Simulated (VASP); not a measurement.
Here is a VASP 6.6.1 calculation.

File INCAR:

```
ALGO = Fast
EDIFF = 1E-7
ENCUT = 520
GGA = PE
ISIF = 2
ISMEAR = 0
LASPH = True
LCHARG = False
LREAL = False
LWAVE = False
NBANDS = 49
NELM = 100
PREC = Accurate
SIGMA = 0.1
```

The input KPOINTS:

```
k-points
0
Gamma
  10 10 10
```

Contents of POSCAR:

```
HfRu5
1.0
    0.0000000000      3.5981211053      3.5981211053
    3.5981211053      0.0000000000      3.5981211053
    3.5981211053      3.5981211053      0.0000000000
Hf Ru
1 5
Direct
    0.0000000000      0.0000000000      0.0000000000
    0.3755544251      0.8733367247      0.3755544251
    0.3755544251      0.3755544251      0.3755544251
    0.8733367247      0.3755544251      0.3755544251
    0.3755544251      0.3755544251      0.8733367247
    0.7500000000      0.7500000000      0.7500000000
```

Potentials or basis: VASP PAW PBE potentials, release 64 (Hf_pv, Ru_pv).

The run is started by

```bash
$ cat potpaw_PBE.64/Hf_pv/POTCAR potpaw_PBE.64/Ru_pv/POTCAR > POTCAR
$ mpirun -np 1 vasp_std > vasp.out
```

**Question.** Estimate the pressure.

**Answer.** -0.4 GPa.

**Question.** What does it give for the largest force?

**Answer.** 0.019 eV/Å.

Forces on the atoms (eV/Å):
```
Hf   0.000  0.000  0.000
Ru   0.011 -0.011  0.011
Ru  -0.011 -0.011 -0.011
Ru  -0.011  0.011  0.011
Ru   0.011  0.011 -0.011
Ru   0.000  0.000  0.000
```
